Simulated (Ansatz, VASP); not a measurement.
## Cs in VASP and in Ansatz

File INCAR:

```
SYSTEM = Cs
ALGO = Normal
EDIFF = 1E-6
ENCUT = 520
GGA = PS
ISIF = 2
ISMEAR = -1
LASPH = .TRUE.
LCHARG = .TRUE.
LELF = .TRUE.
LREAL = .FALSE.
LVHAR = .TRUE.
LWAVE = .FALSE.
NBANDS = 10
NELM = 100
PREC = Accurate
SIGMA = 0.05
```

File KPOINTS:

```
k-points
0
G
  9 9 9
  0 0 0
```

The input POSCAR:

```
Cs
1.0
   -3.0225000000      3.0225000000      3.0225000000
    3.0225000000     -3.0225000000      3.0225000000
    3.0225000000      3.0225000000     -3.0225000000
Cs
1
Direct
    0.0000000000      0.0000000000      0.0000000000
```

Input for Ansatz:

```yaml
crystal:
  lattice:
    - [-3.0225, 3.0225, 3.0225]
    - [3.0225, -3.0225, 3.0225]
    - [3.0225, 3.0225, -3.0225]
  atoms:
    - { symbol: Cs, position: [0.0, 0.0, 0.0] }
kpoints:
  mp_grid: { grid: [9, 9, 9] }
  band_path:
    path:
      - [0.0, 0.0, 0.0]
      - [0.5, -0.5, 0.5]
      - [0.0, 0.0, 0.5]
      - [0.0, 0.0, 0.0]
      - [0.25, 0.25, 0.25]
      - [0.5, -0.5, 0.5]
      - [0.25, 0.25, 0.25]
      - [0.0, 0.0, 0.5]
    npoints: 5
scf:
  occupations: { method: fermi_dirac, width: 0.05 }
hamiltonian:
  xc: pbesol
  pseudopotentials: { kind: all_electron, lapw: { basis_error: 0.001 } }
output:
  forces: true
  stress: true
  eigenvalues: true
```

Alike in both runs: task single point; functional PBEsol; k mesh 9 × 9 × 9; occupations fermi-dirac, width 0.05 eV; no spin polarisation.

```csv
,VASP,Ansatz
version,VASP 6.6.1,Ansatz 0.2.0
potentials or method,"VASP PAW PBE potentials, release 64 (Cs_sv), cutoff 520 eV","all-electron LAPW, scalar-relativistic"
```

|  | VASP | Ansatz | Ansatz less VASP |
| --- | --- | --- | --- |
| pressure (GPa) | 0.0 | 0.0 | +0.01 |

VASP's potentials were made for PBE, not for PBEsol. Ansatz ran all-electron here, and VASP with PAW potentials.

Spin-orbit coupling is off throughout.
